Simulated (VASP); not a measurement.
# Hg (Pm-3m) in VASP: a series of runs

The runs below take Hg through single point, relaxation of cell and atoms, with LDA.

Everything below comes from runs of VASP 6.6.1. Logs are shortened: lines on timing, memory, paths and dates and some standing lists are left out, and cuts for length are marked.

## 1. The cell of the first run

The structure is cubic, space group Pm-3m (No. 221). Conventional cell: a = 2.780 Å, b = 2.780 Å, c = 2.780 Å, α = 90.00°, β = 90.00°, γ = 90.00°. Hg (site symmetry m-3m) has 6 Hg at 2.78 Å within 3.7 Å.

## 2. Single point, LDA

Contents of INCAR:

```
  ALGO = Normal
  EDIFF = 1E-6
  ENCUT = 520
  ISIF = 2
  ISMEAR = -1
  LASPH = True
  LCHARG = False
  LREAL = False
  LWAVE = False
  NBANDS = 12
  NELM = 60
  PREC = Accurate
  SIGMA = 0.1
```

Contents of KPOINTS:

```
k-points
0
Gamma
  14 14 14
```

Contents of POSCAR:

```
Hg
1.0
    2.7804135862      0.0000000000      0.0000000000
    0.0000000000      2.7804135862      0.0000000000
    0.0000000000      0.0000000000      2.7804135862
Hg
1
Direct
    0.0000000000      0.0000000000      0.0000000000
```

Potentials or basis: VASP PAW LDA potentials, release 64 (Hg).

The run is started by

```console
cat potpaw_LDA.64/Hg/POTCAR > POTCAR
mpirun -np 1 vasp_std > vasp.out
```

OUTCAR:

```text
EDIFF = 1E-6
   ENCUT = 520
   ISIF = 2
   ISMEAR = -1
   LASPH = True
   LREAL = False
   NELM = 60
   PREC = Accurate

 ion  position               nearest neighbor table
   1  0.000  0.000  0.000-

  LATTYP: Found a simple cubic cell.
 ALAT       =     2.7804135862

  Lattice vectors:

 A1 = (   2.7804135862,   0.0000000000,   0.0000000000)
 A2 = (   0.0000000000,   2.7804135862,   0.0000000000)
 A3 = (   0.0000000000,   0.0000000000,   2.7804135862)

Analysis of symmetry for initial positions (statically):
=====================================================================
 Subroutine PRICEL returns:
 Original cell was already a primitive cell.

 Routine SETGRP: Setting up the symmetry group for a
 simple cubic supercell.

 Subroutine GETGRP returns: Found 48 space group operations
 (whereof 48 operations were pure point group operations)
 out of a pool of 48 trial point group operations.

The static configuration has the point symmetry O_h .

Analysis of symmetry for dynamics (positions and initial velocities):
=====================================================================
 Subroutine PRICEL returns:
 Original cell was already a primitive cell.

 Routine SETGRP: Setting up the symmetry group for a
 simple cubic supercell.

 Subroutine GETGRP returns: Found 48 space group operations
 (whereof 48 operations were pure point group operations)
 out of a pool of 48 trial point group operations.

The dynamic configuration has the point symmetry O_h .

 Subroutine INISYM returns: Found 48 space group operations
 (whereof 48 operations are pure point group operations),
 and found     1 'primitive' translations

----------------------------------------------------------------------------------------

                                     Primitive cell

  volume of cell :      21.4945

  direct lattice vectors                    reciprocal lattice vectors
     2.780413586  0.000000000  0.000000000     0.359658723  0.000000000  0.000000000
     0.000000000  2.780413586  0.000000000     0.000000000  0.359658723  0.000000000
     0.000000000  0.000000000  2.780413586     0.000000000  0.000000000  0.359658723

  length of vectors
     2.780413586  2.780413586  2.780413586     0.359658723  0.359658723  0.359658723

  position of ions in fractional coordinates (direct lattice)
     0.000000000  0.000000000  0.000000000
[... 81 lines left out ...]
   NFREE  =      0    steps in history (QN), initial steepest desc. (CG)
   ISIF   =      2    stress and relaxation
   ISYM   =      2    0-nonsym 1-usesym 2-fastsym
   POTIM  = 0.5000    time-step for ionic-motion
   TEBEG  =    0.0;   TEEND  =   0.0 temperature during run
   PSTRESS=    0.0 pullay stress
   NELECT =      12.0000    total number of electrons
   NUPDOWN=      -1.0000    fix difference up-down
   EMIN   =  10.00;   EMAX   =-10.00  energy-range for DOS
   EFERMI =   0.00;   METHOD = LEGACY
   ISMEAR =    -1;   SIGMA  =   0.10  broadening in eV -4-tet -1-fermi 0-gaus
   EFERMI_NEDOS =   21; number of points for ismear=-14 and -15
   IALGO  =     38    algorithm
   IMIX   =      4    mixing-type and parameters
     AMIX     =   0.40;   BMIX     =  1.00
     AMIX_MAG =   1.60;   BMIX_MAG =  1.00
  volume/ion in A,a.u.               =      21.49       145.05
  Fermi-wavevector in a.u.,A,eV,Ry     =   1.348008  2.547366 24.723499  1.817126
  Thomas-Fermi vector in A             =   2.475712
   LORBIT       =      0    0 simple, 1 ext, 2 COOP (PROOUT), +10 PAW based schemes
   GGA     = CA    functional components
   LHFCALC =     F    Hartree Fock is set to
   AEXX    =    0.0000 exact exchange contribution
   IVDW    =     0    specifies the selected vdW correction
   LEPSILON=     F    determine dielectric tensor
   LRPA    =     F    only Hartree local field effects (RPA)
 non-spin polarized calculation
  energy-cutoff  :      520.00
  volume of cell :       21.49
 maximum number of plane-waves:       595
 NGX is ok and might be reduce to    24
   NGX = 11   NGY = 11   NGZ = 11

 number of electron      12.0000000 magnetization

 Free energy of the ion-electron system (eV)
  ---------------------------------------------------
  ext. energy  EPLUGINS =         0.00000000
  ---------------------------------------------------
  free energy    TOTEN  =        -0.86822908 eV

  energy without entropy =       -0.85836096  energy(sigma->0) =       -0.86329502

 E-fermi :   3.5301     XC(G=0): -11.5914

 val. band max:        3.5245402769   @ k =   0.5000   0.4286   0.0000
 cond. band min:       3.5626102258   @ k =   0.5000   0.2143   0.2143
 fundamental gap:      0.0380699489
 Fermi energy:         3.5300828936

 k-point     1 :       0.0000    0.0000    0.0000
  band No.  band energies     occupation
      1      -6.7194      2.00000
      2      -5.8102      2.00000
      3      -5.8102      2.00000
      4      -2.5383      2.00000
      5      -2.5383      2.00000
      6      -2.5383      2.00000
      7      14.7017      0.00000
      8      14.7017      0.00000
      9      14.7017      0.00000
     10      19.1162      0.00000
     11      21.0820      0.00000
     12      21.0820      0.00000
[... 331 lines left out ...]
 k-point    24 :       0.3571    0.2143    0.0000
  band No.  band energies     occupation
      1      -5.4427      2.00000
      2      -4.5100      2.00000
      3      -4.1438      2.00000
      4      -3.3534      2.00000
      5      -2.8675      2.00000
      6      -1.5533      2.00000
      7       5.9162      0.00000
      8      12.2056      0.00000
      9      17.9972      0.00000
     10      19.8610      0.00000
     11      20.5326      0.00000
     12      25.5694      0.00000

 [... further k-points ...]

------------------------ aborting loop because EDIFF is reached ----------------------------------------

  FORCE on cell =-STRESS in cart. coord.  units (eV):
  Direction    XX          YY          ZZ          XY          YZ          ZX
  --------------------------------------------------------------------------------------
  -------------------------------------------------------------------------------------
  Total        1.4693857      1.4693857      1.4693857     -0.0000000     -0.0000000      0.0000000
  in kB      109.5262389    109.5262389    109.5262389     -0.0000000     -0.0000000      0.0000000
  external PRESSURE =     109.5262389 kB  Pullay stress =       0.0000000 kB

 VOLUME and BASIS-vectors are now :
 -----------------------------------------------------------------------------
  energy-cutoff  :      520.00
  volume of cell :       21.49
      direct lattice vectors                 reciprocal lattice vectors
     2.780413586  0.000000000  0.000000000     0.359658723  0.000000000  0.000000000
     0.000000000  2.780413586  0.000000000     0.000000000  0.359658723  0.000000000
     0.000000000  0.000000000  2.780413586     0.000000000  0.000000000  0.359658723

 POSITION                                       TOTAL-FORCE (eV/Angst)
 -----------------------------------------------------------------------------------
      0.00000      0.00000      0.00000         0.000000      0.000000      0.000000
 -----------------------------------------------------------------------------------
    total drift:                               -0.000000      0.000000      0.000000

  FREE ENERGIE OF THE ION-ELECTRON SYSTEM (eV)
  ---------------------------------------------------
  free  energy   TOTEN  =        -0.8682290801 eV

  energy  without entropy=       -0.8583609553  energy(sigma->0) =       -0.86329502
```

OSZICAR:

```text
N       E                     dE             d eps       ncg     rms          rms(c)
DAV:   1     0.757803637113E+02    0.75780E+02   -0.67380E+03  3008   0.978E+02
DAV:   2     0.264716281964E+00   -0.75516E+02   -0.71280E+02  3076   0.236E+02
DAV:   3    -0.957632821865E+00   -0.12223E+01   -0.12217E+01  3444   0.337E+01
DAV:   4    -0.958899190932E+00   -0.12664E-02   -0.12663E-02  3116   0.111E+00
DAV:   5    -0.958901071094E+00   -0.18802E-05   -0.18805E-05  3436   0.407E-02    0.668E+00
DAV:   6    -0.880689771254E+00    0.78211E-01   -0.17186E-01  3316   0.467E+00    0.456E+00
DAV:   7    -0.869455649399E+00    0.11234E-01   -0.26045E-02  3276   0.151E+00    0.160E+00
DAV:   8    -0.868223098715E+00    0.12326E-02   -0.26377E-03  3048   0.722E-01    0.791E-02
DAV:   9    -0.868228825952E+00   -0.57272E-05   -0.42917E-06  3412   0.214E-02    0.223E-02
DAV:  10    -0.868229080106E+00   -0.25415E-06   -0.11183E-06  3028   0.122E-02
   1 F= -.86822908E+00 E0= -.86329502E+00  d E =-.986812E-02
```

Run time: 6.6 s. Hardware: 1 thread of Intel Xeon 6975P-C (Granite Rapids), shared host; peak memory 0.15 GiB.

What came out:

```yaml
Free_energy: -0.8682 eV
Pressure: 11.0 GPa
Band_gap_on_the_k_mesh: zero (bands 6 and 7 overlap by 7.62 eV)
```

Levels at points of the mesh, in eV from the Fermi level:
| k point | band 2 | band 3 | band 4 | band 5 | band 6 | band 7 | band 8 | band 9 | band 10 | band 11 |
| --- | --- | --- | --- | --- | --- | --- | --- | --- | --- | --- |
| (0.00, 0.00, 0.00) | -9.34 | -9.34 | -6.07 | -6.07 | -6.07 | 11.17 | 11.17 | 11.17 | 15.59 | 17.55 |
| (0.50, 0.00, 0.00) | -8.98 | -7.13 | -7.13 | -5.97 | -2.87 | -2.32 | 14.99 | 16.09 | 16.09 | 16.54 |
| (0.50, 0.50, 0.00) | -8.66 | -6.95 | -6.95 | -5.17 | 1.11 | 1.11 | 2.08 | 8.12 | 19.18 | 19.18 |
| (0.50, 0.50, 0.50) | -8.62 | -8.62 | -5.10 | -5.10 | 5.30 | 5.30 | 5.30 | 7.50 | 8.47 | 12.80 |

Caveat: the cell stands under pressure; spin-orbit coupling is left out, which moves the levels of the heavy elements.

## 3. Single point, LDA

Contents of INCAR:

```
SYSTEM = Hg
PREC     = Accurate       ! precision mode
ENCUT    = 520            ! plane-wave cutoff, eV
EDIFF    = 1E-7           ! SCF threshold, eV
ISMEAR   = -1             ! smearing method
SIGMA    = 0.1            ! smearing width, eV
LREAL    = .False.        ! projectors in reciprocal space
LASPH    = .True.         ! aspherical terms in the spheres
NELM     = 80             ! most SCF steps
ALGO     = Normal         ! electronic algorithm
ISIF     = 2              ! what is computed and relaxed
LWAVE    = .False.        ! write WAVECAR
LCHARG   = .False.        ! write CHGCAR
GGA      = CA             ! functional
NBANDS   = 12             ! bands
```

Contents of KPOINTS:

```
regular mesh
0
Gamma
  14 14 14
  0 0 0
```

POSCAR is that of step 2.

Potentials or basis: VASP PAW LDA potentials, release 64 (Hg).

The run is started by

```console
cat potpaw_LDA.64/Hg/POTCAR > POTCAR
mpirun -np 1 vasp_std > vasp.out
```

Wall time 6.9 s (1 thread of Intel Xeon 6975P-C (Granite Rapids), shared host); peak memory 0.15 GiB.

Results (log left out):

* Free energy: -0.8682 eV
* Pressure: 10.9 GPa
* Band gap on the k mesh: zero (bands 6 and 7 overlap by 7.62 eV)

Levels at points of the mesh, in eV from the Fermi level:
```tsv
k point	band 4	band 5	band 6	band 7	band 8	band 9
(0.00, 0.00, 0.00)	-6.07	-6.07	-6.07	11.17	11.17	11.17
(0.50, 0.00, 0.00)	-7.13	-5.97	-2.87	-2.32	14.99	16.09
(0.50, 0.50, 0.00)	-6.95	-5.17	1.11	1.11	2.08	8.12
(0.50, 0.50, 0.50)	-5.10	-5.10	5.30	5.30	5.30	7.50
```

Caveat: the cell stands under pressure; spin-orbit coupling is left out, which moves the levels of the heavy elements.

(Continued in part 2 of 2.)
